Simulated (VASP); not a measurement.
# P in VASP: notebook, part 2 of 2

VASP 6.6.1.

## (3) Single point, PBEsol (atom 1 (P) moved -0.225 Å towards its neighbour atom 4 (P) at 2.199 Å)

The input, INCAR:

```
PREC = Accurate
ENCUT = 520
EDIFF = 1E-7
ISMEAR = 0
SIGMA = 0.05
LREAL = False
LASPH = True
NELM = 80
ALGO = Normal
ISIF = 2
LWAVE = False
LCHARG = False
GGA = PS
NBANDS = 18
```

The input, KPOINTS:

```
regular mesh
0
Gamma
  8 1 6
```

The input, POSCAR:

```
P
1.0
    3.2837277200      0.0000000000      0.0000000000
    0.0000000000     34.8570309900      0.0000000000
    0.0000000000      0.0000000000      4.6320847100
P
4
Direct
    0.0511672295      0.9702614300      0.5598438786
    0.0000000000      0.0297385700      0.4078492800
    0.5000000000      0.0297385700      0.0921507200
    0.5000000000      0.9702614300      0.9078492800
```

Potentials or basis: VASP PAW PBE potentials, release 64 (P).

Run with:

```console
$ cat potpaw_PBE.64/P/POTCAR > POTCAR
$ mpirun -np 1 vasp_std > vasp.out
```

OUTCAR:

```text
PREC = Accurate
   ENCUT = 520
   EDIFF = 1E-7
   ISMEAR = 0
   LREAL = False
   LASPH = True
   NELM = 80
   ISIF = 2
   GGA = PS

 ion  position               nearest neighbor table
   1  0.051  0.970  0.560-   4 2.18   2 2.20   4 2.42
   2  0.000  0.030  0.408-   1 2.20   3 2.20   3 2.20
   3  0.500  0.030  0.092-   2 2.20   2 2.20   4 2.24
   4  0.500  0.970  0.908-   1 2.18   3 2.24   1 2.42

  LATTYP: Found a simple orthorhombic cell.
 ALAT       =     3.2837277200
 B/A-ratio  =     1.4106177811
 C/A-ratio  =    10.6150795566

  Lattice vectors:

 A1 = (  -3.2837277200,   0.0000000000,   0.0000000000)
 A2 = (   0.0000000000,   0.0000000000,   4.6320847100)
 A3 = (   0.0000000000,  34.8570309900,   0.0000000000)

Analysis of symmetry for initial positions (statically):
=====================================================================
 Subroutine PRICEL returns:
 Original cell was already a primitive cell.

 Routine SETGRP: Setting up the symmetry group for a
 simple orthorhombic supercell.

 Subroutine GETGRP returns: Found  1 space group operations
 (whereof  1 operations were pure point group operations)
 out of a pool of  8 trial point group operations.

The static configuration has the point symmetry C_1 .

Analysis of symmetry for dynamics (positions and initial velocities):
=====================================================================
 Subroutine PRICEL returns:
 Original cell was already a primitive cell.

 Routine SETGRP: Setting up the symmetry group for a
 simple orthorhombic supercell.

 Subroutine GETGRP returns: Found  1 space group operations
 (whereof  1 operations were pure point group operations)
 out of a pool of  8 trial point group operations.

The dynamic configuration has the point symmetry C_1 .

 Subroutine INISYM returns: Found  1 space group operations
 (whereof  1 operations are pure point group operations),
 and found     1 'primitive' translations

----------------------------------------------------------------------------------------

                                     Primitive cell

  volume of cell :     530.1930

  direct lattice vectors                    reciprocal lattice vectors
     3.283727720  0.000000000  0.000000000     0.304531948  0.000000000  0.000000000
     0.000000000 34.857030990  0.000000000     0.000000000  0.028688617  0.000000000
     0.000000000  0.000000000  4.632084710     0.000000000  0.000000000  0.215885516

  length of vectors
     3.283727720 34.857030990  4.632084710     0.304531948  0.028688617  0.215885516

  position of ions in fractional coordinates (direct lattice)
     0.051167230  0.970261430  0.559843879
     0.000000000  0.029738570  0.407849280
     0.500000000  0.029738570  0.092150720
     0.500000000  0.970261430  0.907849280

  ion indices of the primitive-cell ions
   primitive index   ion index
                 1           1
                 2           2
                 3           3
                 4           4

----------------------------------------------------------------------------------------

 KPOINTS: regular mesh

Automatic generation of k-mesh.
 Grid dimensions read from file:
 generate k-points for:    8    1    6

 Generating k-lattice:

  Cartesian coordinates                     Fractional coordinates (reciprocal lattice)
     0.038066494  0.000000000  0.000000000     0.125000000  0.000000000  0.000000000
     0.000000000  0.028688617  0.000000000     0.000000000  1.000000000  0.000000000
     0.000000000  0.000000000  0.035980919     0.000000000  0.000000000  0.166666667

  Length of vectors
     0.038066494  0.028688617  0.035980919

  Shift w.r.t. Gamma in fractional coordinates (k-lattice)
     0.000000000  0.000000000  0.000000000

 Subroutine IBZKPT returns following result:
 ===========================================

 Found     26 irreducible k-points:

 Following reciprocal coordinates:
            Coordinates               Weight
  0.000000  0.000000  0.000000      1.000000
  0.125000  0.000000  0.000000      2.000000
  0.250000  0.000000  0.000000      2.000000
  0.375000  0.000000  0.000000      2.000000
  0.500000  0.000000  0.000000      1.000000
  0.000000  0.000000  0.166667      2.000000
[... 16 lines left out ...]
  0.125000  0.000000  0.500000      2.000000
  0.250000  0.000000  0.500000      2.000000
 [... further k-points ...]
   k-points           NKPTS =     26   k-points in BZ     NKDIM =     26   number of bands    NBANDS=     18
   number of dos      NEDOS =    301   number of ions     NIONS =      4
   total plane-waves  NPLWV = 233280
   dimension x,y,z NGX =    24 NGY =  270 NGZ =   36
   dimension x,y,z NGXF=    48 NGYF=  540 NGZF=   72
   ions per type =               4
   NGX,Y,Z   is equivalent  to a cutoff of  12.15, 12.88, 12.92 a.u.
   NGXF,Y,Z  is equivalent  to a cutoff of  24.30, 25.75, 25.84 a.u.
 SYSTEM =  unknown system
   PREC   = accura    normal or accurate (medium, high low for compatibility)
   ISTART =      0    job   : 0-new  1-cont  2-samecut
   ICHARG =      2    charge: 1-file 2-atom 10-const
   ISPIN  =      1    spin polarized calculation?
   LNONCOLLINEAR =      F non collinear calculations
   LSORBIT =      F    spin-orbit coupling
   LASPH  =      T    aspherical Exc in radial PAW
   ENCUT  =  520.0 eV  38.22 Ry    6.18 a.u.   6.11 64.81  8.61*2*pi/ulx,y,z
   NELM   =     80;   NELMIN=  2; NELMDL= -5     # of ELM steps
   EDIFF  = 0.1E-06   stopping-criterion for ELM
   LREAL  =      F    real-space projection
   EDIFFG = 0.1E-05   stopping-criterion for IOM
   NSW    =      0    number of steps for IOM
   IBRION =     -1    ionic relax: 0-MD 1-quasi-New 2-CG
   NFREE  =      0    steps in history (QN), initial steepest desc. (CG)
   ISIF   =      2    stress and relaxation
   ISYM   =      2    0-nonsym 1-usesym 2-fastsym
   POTIM  = 0.5000    time-step for ionic-motion
   TEBEG  =    0.0;   TEEND  =   0.0 temperature during run
   PSTRESS=    0.0 pullay stress
   NELECT =      20.0000    total number of electrons
   NUPDOWN=      -1.0000    fix difference up-down
   EMIN   =  10.00;   EMAX   =-10.00  energy-range for DOS
   EFERMI =   0.00;   METHOD = LEGACY
   ISMEAR =     0;   SIGMA  =   0.05  broadening in eV -4-tet -1-fermi 0-gaus
   EFERMI_NEDOS =   21; number of points for ismear=-14 and -15
   IALGO  =     38    algorithm
   IMIX   =      4    mixing-type and parameters
     AMIX     =   0.40;   BMIX     =  1.00
     AMIX_MAG =   1.60;   BMIX_MAG =  1.00
  volume/ion in A,a.u.               =     132.55       894.48
  Fermi-wavevector in a.u.,A,eV,Ry     =   0.549044  1.037542  4.101461  0.301449
  Thomas-Fermi vector in A             =   1.580001
   LORBIT       =      0    0 simple, 1 ext, 2 COOP (PROOUT), +10 PAW based schemes
   GGA     = PS    functional components
   LHFCALC =     F    Hartree Fock is set to
   AEXX    =    0.0000 exact exchange contribution
   IVDW    =     0    specifies the selected vdW correction
   LEPSILON=     F    determine dielectric tensor
   LRPA    =     F    only Hartree local field effects (RPA)
 non-spin polarized calculation
 Gauss-broadening in eV      SIGMA  =   0.05
  energy-cutoff  :      520.00
  volume of cell :      530.19
 maximum number of plane-waves:     14344
   NGX = 13   NGY =129   NGZ = 17

 number of electron      20.0000001 magnetization

 Free energy of the ion-electron system (eV)
  ---------------------------------------------------
  ext. energy  EPLUGINS =         0.00000000
  ---------------------------------------------------
  free energy    TOTEN  =       -22.60291721 eV

  energy without entropy =      -22.60291721  energy(sigma->0) =      -22.60291721

 E-fermi :  -3.3488     XC(G=0):  -1.7595

 val. band max:       -3.5565945435   @ k =   0.0000   0.0000   0.0000
 cond. band min:      -2.6582378298   @ k =   0.5000   0.0000   0.0000
 fundamental gap:      0.8983567137
 Fermi energy:        -3.3487805852

 k-point     1 :       0.0000    0.0000    0.0000
  band No.  band energies     occupation
      1     -18.5017      2.00000
      2     -15.7669      2.00000
      3     -12.8755      2.00000
      4      -9.1947      2.00000
      5      -8.3333      2.00000
      6      -8.0506      2.00000
[... 481 lines left out ...]
      5      -9.0148      2.00000
      6      -8.4320      2.00000
[... 10 lines left out ...]
     17       2.7557      0.00000
     18       3.0011      0.00000

 [... further k-points ...]

------------------------ aborting loop because EDIFF is reached ----------------------------------------

  FORCE on cell =-STRESS in cart. coord.  units (eV):
  Direction    XX          YY          ZZ          XY          YZ          ZX
  --------------------------------------------------------------------------------------
  -------------------------------------------------------------------------------------
  Total       -0.6454448      0.7913217     -1.7333341      0.5921707     -0.8376139      1.4991187
  in kB       -1.9504539      2.3912757     -5.2379198      1.7894661     -2.5311650      4.5301500
  external PRESSURE =      -1.5990327 kB  Pullay stress =       0.0000000 kB

 VOLUME and BASIS-vectors are now :
 -----------------------------------------------------------------------------
  energy-cutoff  :      520.00
  volume of cell :      530.19
      direct lattice vectors                 reciprocal lattice vectors
     3.283727720  0.000000000  0.000000000     0.304531948  0.000000000  0.000000000
     0.000000000 34.857030990  0.000000000     0.000000000  0.028688617  0.000000000
     0.000000000  0.000000000  4.632084710     0.000000000  0.000000000  0.215885516

 POSITION                                       TOTAL-FORCE (eV/Angst)
 -----------------------------------------------------------------------------------
      0.16802     33.82043      2.59324        -1.301820     -0.216057      1.204915
      0.00000      1.03660      1.88919         0.156424      0.195352      0.117283
      1.64186      1.03660      0.42685         0.129231      0.193233     -0.521336
      1.64186     33.82043      4.20523         1.016165     -0.172529     -0.800863
 -----------------------------------------------------------------------------------
    total drift:                                0.000016     -0.000000     -0.000106

  FREE ENERGIE OF THE ION-ELECTRON SYSTEM (eV)
  ---------------------------------------------------
  free  energy   TOTEN  =       -22.6029172088 eV

  energy  without entropy=      -22.6029172087  energy(sigma->0) =      -22.60291721
```

stdout:

```text
POSCAR found type information on POSCAR P
 POSCAR found :  1 types and       4 ions
 scaLAPACK will be used
 -----------------------------------------------------------------------------
|                                                                             |
|                                                                             |
|     You enforced a specific xc type in the INCAR file but a different       |
|     I HOPE YOU KNOW WHAT YOU ARE DOING!                                     |
|                                                                             |
 -----------------------------------------------------------------------------

 LDA part: xc-table for (Slater+PW92), standard interpolation
 POSCAR, INCAR and KPOINTS ok, starting setup
 FFT: planning ... GRIDC
 FFT: planning ... GRID_SOFT
 FFT: planning ... GRID
 WAVECAR not read
 entering main loop
```

Run time: 3.6 min. Hardware: 1 thread of Intel Xeon 6975P-C (Granite Rapids), shared host; peak memory 0.57 GiB.

Results:

```
Free energy            : -22.6029 eV
Largest force          : 1.787 eV/Å
Band gap on the k mesh : 0.90 eV (least direct gap 1.12 eV)
```

Forces in eV/Å, atoms in the order of the input:
```
P   -1.302 -0.216  1.205
P    0.156  0.195  0.117
P    0.129  0.193 -0.521
P    1.016 -0.173 -0.801
```

Levels at points of the mesh, in eV from the valence-band top:
```tsv
k point	band 8	band 9	band 10	band 11	band 12	band 13
(0.00, 0.00, 0.00)	-1.74	-1.03	0.00	1.12	1.63	2.65
(0.50, 0.00, 0.00)	-2.52	-2.01	-1.77	0.90	1.37	1.91
(0.00, 0.00, 0.50)	-1.87	-1.34	-0.96	2.03	2.18	3.62
(0.50, 0.00, 0.50)	-4.41	-1.14	-0.94	2.35	2.96	3.33
```

Caveat: the cell differs from its parent crystal (atom 1 (P) moved -0.225 Å towards its neighbour atom 4 (P) at 2.199 Å); the PAW data sets were made with another functional, which shifts forces and pressure a little.
